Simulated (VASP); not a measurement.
Here is a VASP 6.6.1 calculation.

File POSCAR:

```
ZnS
1.0
    3.8087369152      0.0000000000      0.0000000000
   -1.9043684576      3.2984629249      0.0000000000
    0.0000000000      0.0000000000     12.4664651431
Zn S
4 4
Direct
    0.0000000000      0.0000000000      0.0001143924
    0.0000000000      0.0000000000      0.5001143924
    0.3333333333      0.6666666667      0.2500706174
    0.6666666667      0.3333333333      0.7500706174
    0.0117699843     -0.0321561950      0.1872361436
    0.0000000000      0.0000000000      0.6872361436
    0.3333333333      0.6666666667      0.4375788466
    0.6666666667      0.3333333333      0.9375788466
```

The input INCAR.step1:

```
PREC     = Accurate       # precision mode
ENCUT    = 520            # plane-wave cutoff, eV
ISMEAR   = 0              # smearing method
SIGMA    = 0.05           # smearing width, eV
LREAL    = False          # projectors in reciprocal space
LASPH    = True           # aspherical terms in the spheres
NELM     = 60             # most SCF steps
NBANDS   = 46             # bands
GGA      = PE             # functional
ALGO     = Normal         # electronic algorithm
EDIFF    = 1E-4           # SCF threshold, eV
LWAVE    = True           # write WAVECAR
LCHARG   = False          # write CHGCAR
```

Contents of INCAR.step2:

```
PREC     = Accurate       # precision mode
ENCUT    = 520            # plane-wave cutoff, eV
EDIFF    = 1E-7           # SCF threshold, eV
ISMEAR   = 0              # smearing method
SIGMA    = 0.05           # smearing width, eV
LREAL    = False          # projectors in reciprocal space
LASPH    = True           # aspherical terms in the spheres
NELM     = 60             # most SCF steps
ALGO     = Normal         # electronic algorithm
ISIF     = 2              # what is computed and relaxed
LWAVE    = False          # write WAVECAR
LCHARG   = False          # write CHGCAR
METAGGA  = R2SCAN         # meta-GGA
LMIXTAU  = True         
NBANDS   = 46             # bands
ISTART   = 1
```

The input KPOINTS:

```
regular mesh
0
Gamma
  6 6 2
```

Potentials or basis: VASP PAW PBE potentials, release 64 (Zn, S).

The run is started by

```bash
$ cat potpaw_PBE.64/Zn/POTCAR potpaw_PBE.64/S/POTCAR > POTCAR
$ cp INCAR.step1 INCAR
$ mpirun -np 1 vasp_std > vasp.out
$ cp INCAR.step2 INCAR
$ mpirun -np 1 vasp_std > vasp.out
```

Question: Predict the pressure.

Answer: 0.2 GPa.

Question: Predict the band gap on the k mesh.

Answer: 2.72 eV.

Question: What does it give for the largest force?

Answer: 1.236 eV/Å.

Forces on the atoms (eV/Å):
```
Zn   0.024 -0.020  0.013
Zn   0.000 -0.001 -0.008
Zn   0.870 -0.640  0.146
Zn   0.004 -0.005 -0.009
S   -0.975  0.741 -0.165
S    0.000 -0.001  0.006
S    0.035 -0.030  0.010
S    0.041 -0.044  0.005
```

Caveat: the cell differs from its parent crystal (atom 5 (S) moved +0.150 Å along Cartesian [1 -1 0]); the PAW data sets were made with another functional, which shifts forces and pressure a little.
